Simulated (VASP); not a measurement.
Input of a VASP 6.6.1 run:

Contents of INCAR:

```
SYSTEM = Au
PREC = Accurate
ENCUT = 520
EDIFF = 1E-6
ISMEAR = -1
SIGMA = 0.08
LREAL = .FALSE.
LASPH = .TRUE.
NELM = 100
ALGO = Normal
ISIF = 2
LWAVE = .FALSE.
LCHARG = .FALSE.
GGA = PE
NBANDS = 12
```

Contents of KPOINTS:

```
Automatic mesh
0
G
  15 15 14
  0 0 0
```

File POSCAR:

```
Au
1.0
    2.3766507856      0.0000000000      0.0000000000
   -1.1883253928      2.0582399562      0.0000000000
    0.0000000000      0.0000000000      2.2937336755
Au
1
Direct
    0.0000000000      0.0000000000      0.0000000000
```

Potentials or basis: VASP PAW PBE potentials, release 64 (Au).

Command:

```console
$ cat potpaw_PBE.64/Au/POTCAR > POTCAR
$ mpirun -np 1 vasp_std > vasp.out
```

Question: Predict the pressure.

Answer: 305.0 GPa.

Stress tensor (GPa, compression positive):
```
305.34   0.00   0.00
  0.00 305.34   0.00
  0.00   0.00 304.35
```
